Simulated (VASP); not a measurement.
The system is ScSF.

```
CELL_PARAMETERS angstrom
3.68585 0.00000 0.00000
-1.84292 3.19204 0.00000
0.00000 0.00000 3.61066
ATOMIC_POSITIONS crystal
Sc 0.66667 0.33333 0.50000
S 0.33333 0.66667 0.00000
F 0.00000 0.00000 0.50000
```

Base run:

| Property | Result |
| --- | --- |
| Program | VASP 6.6.1 |
| Functional | r2SCAN |
| Potentials or basis | VASP PAW PBE potentials, release 64 (Sc_sv, S, F) |
| Cutoff | 520 eV |
| k mesh | 9 × 9 × 8 |
| Occupations | gaussian, width 0.02 eV |
| Spin | no spin polarisation |

Its results: band gap on the k mesh 1.48 eV, direct; pressure 2.3 GPa.

**Question.** The run is repeated on the same cell with these changes: functional from r2SCAN to LDA; potentials or basis from VASP PAW PBE potentials, release 64 (Sc_sv, S, F) to VASP PAW LDA potentials, release 64 (Sc_sv, S, F). What comes out?

**Answer.** Band gap on the k mesh 0.96 eV, direct; pressure -5.2 GPa.

Caveats: the PAW data sets were made with another functional, which shifts forces and pressure a little (some runs).

A k mesh can miss the band edges.
